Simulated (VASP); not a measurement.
**AlN: single point with PBE**

The system is AlN.

```
Al N
1.0
     1.67785    2.90612   -4.24267
     1.67785    2.90612    4.24267
     5.03355   -2.90612    0.00000
Al N
8 8
Direct
  0.92299 0.62948 0.81272
  0.16173 0.90479 0.31994
  0.41684 0.14020 0.83109
  0.65549 0.38025 0.31657
  0.13265 0.41268 0.15232
  0.43313 0.60231 0.65671
  0.66448 0.86468 0.15622
  0.92706 0.14596 0.66167
  0.16333 0.40748 0.82708
  0.41132 0.61547 0.33934
  0.63684 0.85884 0.84466
  0.90666 0.14823 0.31045
  0.89897 0.64505 0.16185
  0.16089 0.90585 0.65541
  0.42481 0.11859 0.16808
  0.69097 0.36133 0.69162
```

* Program: VASP 6.6.1
* Task: single point
* Functional: PBE
* Potentials or basis: VASP PAW PBE potentials, release 64 (Al, N)
* Cutoff: 520 eV
* k mesh: 6 × 6 × 4
* Occupations: fermi-dirac, width 0.1034 eV
* Spin: no spin polarisation
* Dipole correction: no
* Further INCAR settings: LREAL = Auto; ALGO = Normal; EDIFF = 1e-06; NBANDS = 46

| Quantity | Value |
| --- | --- |
| Pressure | -3.0 GPa |
| Largest force | 3.302 eV/Å |
| Band gap on the k mesh | 2.68 eV, direct |

Forces in eV/Å, atoms in the order of the input:
```
Al   1.551  0.970  1.418
Al   0.714 -0.657  0.270
Al   0.206 -1.856 -1.609
Al   0.109 -0.718 -0.577
Al   1.087 -0.195 -1.186
Al   1.444  0.627  1.318
Al   0.943 -0.217  1.443
Al  -1.052 -1.138 -0.533
N    0.133 -0.190 -1.362
N   -0.739  0.334 -0.125
N   -1.740  2.110 -0.652
N    0.708 -0.315 -0.630
N    0.410  0.717 -1.546
N   -0.297 -0.299  0.856
N   -1.107  0.385  0.657
N   -2.368  0.441  2.258
```

Stress tensor (GPa, compression positive):
```
-4.63  1.51 -0.30
 1.51 -3.54 -0.05
-0.30 -0.05 -0.86
```

Levels at points of the mesh, in eV from the valence-band top:
```tsv
k point	band 29	band 30	band 31	band 32	band 33	band 34	band 35	band 36
(0.00, 0.00, 0.00)	-1.13	-1.05	-0.97	0.00	2.68	3.77	4.15	5.34
(0.50, 0.00, 0.00)	-1.79	-1.33	-1.03	-0.60	4.23	4.44	5.34	5.64
(0.00, 0.50, 0.00)	-1.76	-1.73	-0.91	-0.48	4.21	4.49	5.19	5.46
(0.50, 0.50, 0.00)	-2.15	-1.94	-1.57	-1.51	4.39	4.81	4.92	5.14
(0.00, 0.00, 0.50)	-1.43	-1.32	-1.01	-0.76	4.12	4.41	4.46	4.67
(0.50, 0.00, 0.50)	-1.45	-1.24	-0.85	-0.69	4.31	4.60	4.89	4.95
(0.00, 0.50, 0.50)	-1.60	-1.29	-0.76	-0.68	4.19	4.53	4.80	5.16
(0.50, 0.50, 0.50)	-1.94	-1.64	-1.32	-1.25	3.49	3.71	4.72	5.00
```

Wall time 6 min on 1 thread of Intel(R) Xeon(R) 6975P-C (Granite Rapids), on a shared host, peak memory 0.48 GiB.

Caveat: forces of over 1 eV/Å act on the atoms, so gaps and moduli don't describe the material at rest. As with any semilocal functional, this PBE gap is likely too small.
